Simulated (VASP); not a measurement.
Wanted: the native input for a VASP 6.6.1 run.

- Task: single point
- Functional: PBE
- Potentials or basis: VASP PAW PBE potentials, release 64 (Al, N)
- Cutoff: 520 eV
- k mesh: 10 × 10 × 10
- Occupations: gaussian, width 0.05 eV
- Spin: no spin polarisation
- Dipole correction: no
- Further INCAR settings: ALGO = Normal; EDIFF = 1e-06; NBANDS = 11

The structure of AlN lies in POSCAR:

```
AlN
1.0
    0.0000000000      2.1839935596      2.3750929961
    2.1839935596      0.0000000000      2.3750929961
    2.1839935596      2.1839935596      0.0000000000
Al N
1 1
Direct
    0.0000000000      0.0000000000      0.0000000000
    0.7500000000      0.7500000000      0.7500000000
```

This cell differs from its parent crystal: strain +0.0875 x Voigt [0, 0, 1, 0, 0, 0].

These files were run (other wordings do the same):

INCAR

```
  PREC = Accurate
  ENCUT = 520
  EDIFF = 1E-6
  ISMEAR = 0
  SIGMA = 0.05
  LREAL = F
  LASPH = T
  NELM = 80
  ALGO = Normal
  ISIF = 2
  LWAVE = F
  LCHARG = F
  GGA = PE
  NBANDS = 11
```

KPOINTS

```
regular mesh
0
Gamma
  10 10 10
```

Potentials or basis: VASP PAW PBE potentials, release 64 (Al, N).

The run is started by

```sh
$ cat potpaw_PBE.64/Al/POTCAR potpaw_PBE.64/N/POTCAR > POTCAR
$ mpirun -np 1 vasp_std > vasp.out
```

Results of the run:

```json
{
  "Pressure": "-10.9 GPa",
  "Band gap on the k mesh": "3.01 eV, indirect (least direct gap 3.29 eV)"
}
```

Caveat: the cell differs from its parent crystal (strain +0.0875 x Voigt [0, 0, 1, 0, 0, 0]).

Wall time 12 s on 1 thread of AMD EPYC 9R45 96-Core Processor (Zen 5) (shared host), peak memory 0.12 GiB.
